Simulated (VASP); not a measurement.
# Ti (P6/mmm) in VASP: a series of runs

Runs on Ti. Level: PBEsol. Tasks: single point.

All numbers are computed with VASP 6.6.1; they aren't measurements. Logs are shortened: lines on timing, memory, paths and dates and some standing lists are left out, and cuts for length are marked.

## (1) The cell of the first run

It takes space group P6/mmm (No. 191, hexagonal). Conventional cell: a = 4.600 Å, b = 4.600 Å, c = 2.820 Å, α = 90.00°, β = 90.00°, γ = 120.00°. Within 3.7 Å of Ti (site symmetry 6/mmm) lie 14 Ti at 2.82 to 3.01 Å. Ti (site symmetry -6m2) has 11 Ti at 2.66 to 3.01 Å within 3.5 Å.

## (2) Single point, PBEsol

File INCAR:

```
SYSTEM = Ti
PREC = Accurate
ENCUT = 520
EDIFF = 1E-6
ISMEAR = -1
SIGMA = 0.1
LREAL = .FALSE.
LASPH = .TRUE.
NELM = 100
ALGO = Normal
ISIF = 2
LWAVE = .FALSE.
LCHARG = .FALSE.
GGA = PS
NBANDS = 25
```

File KPOINTS:

```
regular mesh
0
G
  7 7 10
  0 0 0
```

File POSCAR:

```
Ti
1.0
    4.6000000000      0.0000000000      0.0000000000
   -2.3000000000      3.9837168600      0.0000000000
    0.0000000000      0.0000000000      2.8200000000
Ti
3
Direct
    0.0000000000      0.0000000000      0.0000000000
    0.3333333300      0.6666666700      0.5000000000
    0.6666666700      0.3333333300      0.5000000000
```

Potentials or basis: VASP PAW PBE potentials, release 64 (Ti_sv).

The run is started by

```console
> cat potpaw_PBE.64/Ti_sv/POTCAR > POTCAR
> mpirun -np 1 vasp_std > vasp.out
```

OUTCAR:

```text
SYSTEM = Ti
   PREC = Accurate
   ENCUT = 520
   EDIFF = 1E-6
   ISMEAR = -1
   LREAL = .FALSE.
   LASPH = .TRUE.
   NELM = 100
   ISIF = 2
   GGA = PS

 ion  position               nearest neighbor table
   1  0.000  0.000  0.000-
   2  0.333  0.667  0.500-   3 2.66   3 2.66   3 2.66
   3  0.667  0.333  0.500-   2 2.66   2 2.66   2 2.66

  LATTYP: Found a hexagonal cell.
 ALAT       =     4.6000000000
 C/A-ratio  =     0.6130434783

  Lattice vectors:

 A1 = (   4.6000000000,   0.0000000000,   0.0000000000)
 A2 = (  -2.3000000000,   3.9837168600,   0.0000000000)
 A3 = (   0.0000000000,   0.0000000000,   2.8200000000)

Analysis of symmetry for initial positions (statically):
=====================================================================
 Subroutine PRICEL returns:
 Original cell was already a primitive cell.

 Routine SETGRP: Setting up the symmetry group for a
 hexagonal supercell.

 Subroutine GETGRP returns: Found 24 space group operations
 (whereof 24 operations were pure point group operations)
 out of a pool of 24 trial point group operations.

The static configuration has the point symmetry D_6h.

Analysis of symmetry for dynamics (positions and initial velocities):
=====================================================================
 Subroutine PRICEL returns:
 Original cell was already a primitive cell.

 Routine SETGRP: Setting up the symmetry group for a
 hexagonal supercell.

 Subroutine GETGRP returns: Found 24 space group operations
 (whereof 24 operations were pure point group operations)
 out of a pool of 24 trial point group operations.

The dynamic configuration has the point symmetry D_6h.

 Subroutine INISYM returns: Found 24 space group operations
 (whereof 24 operations are pure point group operations),
 and found     1 'primitive' translations

----------------------------------------------------------------------------------------

                                     Primitive cell

  volume of cell :      51.6768

  direct lattice vectors                    reciprocal lattice vectors
     4.600000000  0.000000000  0.000000000     0.217391304  0.125510928  0.000000000
    -2.300000000  3.983716860  0.000000000     0.000000000  0.251021856  0.000000000
     0.000000000  0.000000000  2.820000000     0.000000000  0.000000000  0.354609929

  length of vectors
     4.600000000  4.600000002  2.820000000     0.251021856  0.251021856  0.354609929

  position of ions in fractional coordinates (direct lattice)
     0.000000000  0.000000000  0.000000000
     0.333333330  0.666666670  0.500000000
     0.666666670  0.333333330  0.500000000

  ion indices of the primitive-cell ions
   primitive index   ion index
                 1           1
                 2           2
                 3           3

----------------------------------------------------------------------------------------

 KPOINTS: regular mesh

Automatic generation of k-mesh.
 Grid dimensions read from file:
 generate k-points for:    7    7   10

 Generating k-lattice:

  Cartesian coordinates                     Fractional coordinates (reciprocal lattice)
     0.031055901  0.017930133  0.000000000     0.142857143  0.000000000  0.000000000
     0.000000000  0.035860265  0.000000000     0.000000000  0.142857143  0.000000000
     0.000000000  0.000000000  0.035460993     0.000000000  0.000000000  0.100000000

  Length of vectors
     0.035860265  0.035860265  0.035460993

  Shift w.r.t. Gamma in fractional coordinates (k-lattice)
     0.000000000  0.000000000  0.000000000

 Subroutine IBZKPT returns following result:
 ===========================================

 Found     48 irreducible k-points:

 Following reciprocal coordinates:
            Coordinates               Weight
  0.000000  0.000000  0.000000      1.000000
  0.142857 -0.000000  0.000000      6.000000
  0.285714 -0.000000  0.000000      6.000000
  0.428571 -0.000000  0.000000      6.000000
  0.142857  0.142857  0.000000      6.000000
  0.285714  0.142857  0.000000     12.000000
[... 16 lines left out ...]
  0.428571  0.142857  0.200000     12.000000
  0.285714  0.285714  0.200000     12.000000
 [... further k-points ...]
   k-points           NKPTS =     48   k-points in BZ     NKDIM =     48   number of bands    NBANDS=     25
   number of dos      NEDOS =    301   number of ions     NIONS =      3
   total plane-waves  NPLWV =  31104
   dimension x,y,z NGX =    36 NGY =   36 NGZ =   24
   dimension x,y,z NGXF=    72 NGYF=   72 NGZF=   48
   ions per type =               3
   NGX,Y,Z   is equivalent  to a cutoff of  13.01, 13.01, 14.15 a.u.
   NGXF,Y,Z  is equivalent  to a cutoff of  26.02, 26.02, 28.30 a.u.
 SYSTEM =  Ti
   PREC   = accura    normal or accurate (medium, high low for compatibility)
   ISTART =      0    job   : 0-new  1-cont  2-samecut
   ICHARG =      2    charge: 1-file 2-atom 10-const
   ISPIN  =      1    spin polarized calculation?
   LNONCOLLINEAR =      F non collinear calculations
   LSORBIT =      F    spin-orbit coupling
   LASPH  =      T    aspherical Exc in radial PAW
   ENCUT  =  520.0 eV  38.22 Ry    6.18 a.u.   8.55  8.55  5.24*2*pi/ulx,y,z
   NELM   =    100;   NELMIN=  2; NELMDL= -5     # of ELM steps
   EDIFF  = 0.1E-05   stopping-criterion for ELM
   LREAL  =      F    real-space projection
   EDIFFG = 0.1E-04   stopping-criterion for IOM
   NSW    =      0    number of steps for IOM
   IBRION =     -1    ionic relax: 0-MD 1-quasi-New 2-CG
   NFREE  =      0    steps in history (QN), initial steepest desc. (CG)
   ISIF   =      2    stress and relaxation
   ISYM   =      2    0-nonsym 1-usesym 2-fastsym
   POTIM  = 0.5000    time-step for ionic-motion
   TEBEG  =    0.0;   TEEND  =   0.0 temperature during run
   PSTRESS=    0.0 pullay stress
   NELECT =      36.0000    total number of electrons
   NUPDOWN=      -1.0000    fix difference up-down
   EMIN   =  10.00;   EMAX   =-10.00  energy-range for DOS
   EFERMI =   0.00;   METHOD = LEGACY
   ISMEAR =    -1;   SIGMA  =   0.10  broadening in eV -4-tet -1-fermi 0-gaus
   EFERMI_NEDOS =   21; number of points for ismear=-14 and -15
   IALGO  =     38    algorithm
   IMIX   =      4    mixing-type and parameters
     AMIX     =   0.40;   BMIX     =  1.00
     AMIX_MAG =   1.60;   BMIX_MAG =  1.00
  volume/ion in A,a.u.               =      17.23       116.24
  Fermi-wavevector in a.u.,A,eV,Ry     =   1.451255  2.742475 28.655807  2.106142
  Thomas-Fermi vector in A             =   2.568774
   LORBIT       =      0    0 simple, 1 ext, 2 COOP (PROOUT), +10 PAW based schemes
   GGA     = PS    functional components
   LHFCALC =     F    Hartree Fock is set to
   AEXX    =    0.0000 exact exchange contribution
   IVDW    =     0    specifies the selected vdW correction
   LEPSILON=     F    determine dielectric tensor
   LRPA    =     F    only Hartree local field effects (RPA)
 non-spin polarized calculation
  energy-cutoff  :      520.00
  volume of cell :       51.68
 maximum number of plane-waves:      1420
 NGX is ok and might be reduce to    36
   NGX = 17   NGY = 17   NGZ = 11

 number of electron      35.9999981 magnetization

 Free energy of the ion-electron system (eV)
  ---------------------------------------------------
  ext. energy  EPLUGINS =         0.00000000
  ---------------------------------------------------
  free energy    TOTEN  =       -25.06844653 eV

  energy without entropy =      -24.96257240  energy(sigma->0) =      -25.01550946

 E-fermi :   8.1537     XC(G=0): -11.6737

 val. band max:        8.1189262218   @ k =   0.4286  -0.0000   0.1000
 cond. band min:       8.1722725146   @ k =   0.2857  -0.0000   0.1000
 fundamental gap:      0.0533462928
 Fermi energy:         8.1536813527

 k-point     1 :       0.0000    0.0000    0.0000
  band No.  band energies     occupation
      1     -48.4562      2.00000
      2     -48.2208      2.00000
      3     -48.0645      2.00000
      4     -24.8689      2.00000
      5     -24.8689      2.00000
      6     -24.7779      2.00000
[... 17 lines left out ...]
     24      10.0520      0.00000
     25      10.1271      0.00000

 k-point     2 :       0.1429   -0.0000    0.0000
  band No.  band energies     occupation
      1     -48.4533      2.00000
      2     -48.2162      2.00000
      3     -48.0721      2.00000
      4     -24.9245      2.00000
      5     -24.9066      2.00000
      6     -24.7208      2.00000
[... 17 lines left out ...]
     24       9.7904      0.00000
     25      10.5085      0.00000

 k-point     3 :       0.2857   -0.0000    0.0000
  band No.  band energies     occupation
      1     -48.4472      2.00000
      2     -48.2024      2.00000
      3     -48.0926      2.00000
      4     -24.9916      2.00000
      5     -24.9073      2.00000
      6     -24.6503      2.00000
[... 17 lines left out ...]
     24      10.0649      0.00000
     25      10.9143      0.00000

 k-point     4 :       0.4286   -0.0000    0.0000
  band No.  band energies     occupation
      1     -48.4426      2.00000
      2     -48.1839      2.00000
      3     -48.1163      2.00000
      4     -25.0298      2.00000
      5     -24.8558      2.00000
      6     -24.6407      2.00000
[... 17 lines left out ...]
     24      10.4701      0.00000
     25      10.6376      0.00000
[... 477 lines left out ...]
 k-point    22 :       0.2857    0.1429    0.2000
  band No.  band energies     occupation
      1     -48.4230      2.00000
      2     -48.1691      2.00000
      3     -48.0906      2.00000
      4     -24.9400      2.00000
      5     -24.8800      2.00000
      6     -24.7269      2.00000
[... 17 lines left out ...]
     24      10.3204      0.00000
     25      10.6281      0.00000

 k-point    23 :       0.4286    0.1429    0.2000
  band No.  band energies     occupation
      1     -48.4216      2.00000
      2     -48.1538      2.00000
      3     -48.1076      2.00000
      4     -24.9523      2.00000
      5     -24.8452      2.00000
      6     -24.7700      2.00000
[... 17 lines left out ...]
     24      10.4784      0.00000
     25      10.8094      0.00000

 k-point    24 :       0.2857    0.2857    0.2000
  band No.  band energies     occupation
      1     -48.4213      2.00000
      2     -48.1465      2.00000
      3     -48.1152      2.00000
      4     -24.9006      2.00000
      5     -24.8786      2.00000
      6     -24.8104      2.00000
[... 17 lines left out ...]
     24      10.6667      0.00000
     25      10.7478      0.00000

 [... further k-points ...]

------------------------ aborting loop because EDIFF is reached ----------------------------------------

  FORCE on cell =-STRESS in cart. coord.  units (eV):
  Direction    XX          YY          ZZ          XY          YZ          ZX
  --------------------------------------------------------------------------------------
  -------------------------------------------------------------------------------------
  Total       -1.8048777     -1.8048777     -1.2426719      0.0000000      0.0000000      0.0000000
  in kB      -55.9580982    -55.9580983    -38.5275723      0.0000000      0.0000000      0.0000000
  external PRESSURE =     -50.1479230 kB  Pullay stress =       0.0000000 kB

 VOLUME and BASIS-vectors are now :
 -----------------------------------------------------------------------------
  energy-cutoff  :      520.00
  volume of cell :       51.68
      direct lattice vectors                 reciprocal lattice vectors
     4.600000000  0.000000000  0.000000000     0.217391304  0.125510928  0.000000000
    -2.300000000  3.983716860  0.000000000     0.000000000  0.251021856  0.000000000
     0.000000000  0.000000000  2.820000000     0.000000000  0.000000000  0.354609929

 POSITION                                       TOTAL-FORCE (eV/Angst)
 -----------------------------------------------------------------------------------
      0.00000      0.00000      0.00000         0.000000      0.000000      0.000000
     -0.00000      2.65581      1.41000         0.000000      0.000000      0.000000
      2.30000      1.32791      1.41000        -0.000000      0.000000      0.000000
 -----------------------------------------------------------------------------------
    total drift:                               -0.000000      0.000000      0.000000

  FREE ENERGIE OF THE ION-ELECTRON SYSTEM (eV)
  ---------------------------------------------------
  free  energy   TOTEN  =       -25.0684465326 eV

  energy  without entropy=      -24.9625723965  energy(sigma->0) =      -25.01550946
```

It took 64 s on 1 thread of AMD EPYC 7R13 (Zen 3), shared host; peak memory 0.17 GiB.

Results:

```
Free energy            : -25.0684 eV
Pressure               : -5.0 GPa
Band gap on the k mesh : zero (band 18 reaches 8.33 eV, above the bottom of band 19 at 8.09 eV)
```

Levels at points of the mesh, in eV from the Fermi level:
```
           k point  band 16  band 17  band 18  band 19  band 20  band 21
(0.00, 0.00, 0.00)    -0.69    -0.59    -0.59    -0.06     0.65     1.30
(0.00, 0.00, 0.50)    -1.66    -1.56    -1.56     1.04     1.04     1.27
```

Caveat: the PAW data sets were made with another functional, which shifts forces and pressure a little.

## (3) Single point, PBEsol

File INCAR:

```
ALGO     = Normal         # electronic algorithm
EDIFF    = 1E-7           # SCF threshold, eV
ENCUT    = 520            # plane-wave cutoff, eV
GGA      = PS             # functional
ISIF     = 2              # what is computed and relaxed
ISMEAR   = -1             # smearing method
LASPH    = T              # aspherical terms in the spheres
LCHARG   = F              # write CHGCAR
LREAL    = F              # projectors in reciprocal space
LWAVE    = F              # write WAVECAR
NBANDS   = 25             # bands
NELM     = 80             # most SCF steps
PREC     = Accurate       # precision mode
SIGMA    = 0.1            # smearing width, eV
```

File KPOINTS:

```
k-points
0
Gamma
  7 7 10
```

POSCAR is that of step 2.

Potentials or basis: VASP PAW PBE potentials, release 64 (Ti_sv).

The run is started by

```console
> cat potpaw_PBE.64/Ti_sv/POTCAR > POTCAR
> mpirun -np 1 vasp_std > vasp.out
```

It took 66 s on 1 thread of AMD EPYC 7R13 (Zen 3), shared host; peak memory 0.17 GiB.

Results (log left out):

```yaml
Free_energy: -25.0684 eV
Pressure: -5.0 GPa
Band_gap_on_the_k_mesh: zero (band 18 reaches 8.33 eV, above the bottom of band 19 at 8.09 eV)
```

Stress tensor (GPa, compression positive):
```
-5.61  0.00  0.00
 0.00 -5.61  0.00
 0.00  0.00 -3.86
```

Levels at points of the mesh, in eV from the Fermi level:
```csv
k point,band 14,band 15,band 16,band 17,band 18,band 19,band 20,band 21,band 22,band 23
"(0.00, 0.00, 0.00)",-1.89,-0.69,-0.69,-0.59,-0.59,-0.06,0.65,1.31,1.31,1.89
"(0.00, 0.00, 0.50)",-2.03,-2.03,-1.66,-1.56,-1.56,1.04,1.04,1.27,1.27,2.96
```

Caveat: the PAW data sets were made with another functional, which shifts forces and pressure a little.
